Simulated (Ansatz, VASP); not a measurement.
# NbTe: VASP beside Ansatz

File INCAR:

```
PREC     = Accurate       # precision mode
ENCUT    = 520            # plane-wave cutoff, eV
EDIFF    = 1E-6           # SCF threshold, eV
ISMEAR   = -1             # smearing method
SIGMA    = 0.05           # smearing width, eV
LREAL    = False          # projectors in reciprocal space
LASPH    = True           # aspherical terms in the spheres
NELM     = 80             # most SCF steps
ALGO     = Normal         # electronic algorithm
ISIF     = 2              # what is computed and relaxed
LWAVE    = False          # write WAVECAR
LCHARG   = False          # write CHGCAR
NBANDS   = 16             # bands
```

The input KPOINTS:

```
regular mesh
0
Gamma
  8 8 7
```

File POSCAR:

```
NbTe
1.0
    3.6781214607      0.0000000000      0.0000000000
   -1.8390607303      3.1853466232      0.0000000000
    0.0000000000      0.0000000000      3.6694168905
Te Nb
1 1
Direct
    0.6666666667      0.3333333333      0.0000000000
    0.0000000000      0.0000000000      0.5000000000
```

File input.yaml:

```yaml
crystal:
  lattice:
    - [3.6781214607, 0.0, 0.0]
    - [-1.8390607303, 3.1853466232, 0.0]
    - [0.0, 0.0, 3.6694168905]
  atoms:
    - { symbol: Te, position: [0.6666666667, 0.3333333333, 0.0] }
    - { symbol: Nb, position: [0.0, 0.0, 0.5] }
hamiltonian:
  xc: lda
  pseudopotentials: { kind: paw }
kpoints:
  mp_grid: { grid: [8, 8, 7] }
scf:
  occupations: { method: fermi_dirac, width: 0.05 }
output:
  forces: true
  stress: true
  eigenvalues: true
```

Alike in both runs: task single point; functional LDA; k mesh 8 × 8 × 7; occupations fermi-dirac, width 0.05 eV; no spin polarisation.

|  | VASP | Ansatz |
| --- | --- | --- |
| version | VASP 6.6.1 | Ansatz 0.2.0 |
| potentials or method | VASP PAW LDA potentials, release 64 (Te, Nb_sv) | Ansatz PAW |
| plane-wave cutoff (eV) | 520 | 420 |
| valence electrons in the cell | 19 | 29 |

VASP gave:

```
gap on the k mesh at the Fermi level (eV)                     : none
pressure (GPa)                                                : -5.3
traceless stress, the component that is largest in VASP (GPa) : -0.06
```

Q: Which values does Ansatz return?

A: gap on the k mesh at the Fermi level (eV): none; pressure (GPa): -5.2; traceless stress, the component that is largest in VASP (GPa): -0.03.

LDA's correlation is that of Perdew and Zunger in VASP and of Perdew and Wang (1992) in Ansatz. A gap of «none» marks a metal or a gap that the smearing closes. VASP's potentials hold 19 valence electrons a cell and Ansatz's 29, so a difference there can come from the potentials and not from the codes.

Spin-orbit coupling is off throughout.
